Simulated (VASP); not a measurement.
Here is a VASP 6.6.1 calculation.

INCAR

```
SYSTEM = BiTe
PREC     = Accurate       ! precision mode
ENCUT    = 500            ! plane-wave cutoff, eV
EDIFF    = 1E-6           ! SCF threshold, eV
ISMEAR   = 1              ! smearing method
SIGMA    = 0.013          ! smearing width, eV
LREAL    = .False.        ! projectors in reciprocal space
LASPH    = .True.         ! aspherical terms in the spheres
NELM     = 120            ! most SCF steps
ALGO     = Normal         ! electronic algorithm
ISIF     = 2              ! what is computed and relaxed
LWAVE    = .False.        ! write WAVECAR
LCHARG   = .False.        ! write CHGCAR
GGA      = PE             ! functional
NBANDS   = 18             ! bands
GGA_COMPAT= .False.
```

KPOINTS

```
regular mesh
0
Gamma
  4 4 4
  0 0 0
```

Contents of POSCAR:

```
BiTe
1.0
    2.2994452366      1.3275853263      3.1485147605
   -2.2994452366      1.3275853263      3.1485147605
    0.0000000000     -2.6551706526      3.1485147605
Bi Te
1 1
Direct
    0.5000000000      0.5000000000      0.5000000000
    0.0000000000      0.0000000000      0.0000000000
```

Potentials or basis: VASP PAW PBE potentials, release 64 (Bi_d, Te).

Run with:

```bash
$ cat potpaw_PBE.64/Bi_d/POTCAR potpaw_PBE.64/Te/POTCAR > POTCAR
$ mpirun -np 1 vasp_std > vasp.out
```

Problem. Estimate the pressure.

Solution. 11.0 GPa.

Stress tensor (GPa, compression positive):
```
12.08  0.00  0.00
 0.00 12.08  0.00
 0.00  0.00  8.98
```

Caveat: the k points lie up to 0.43 Å⁻¹ apart.
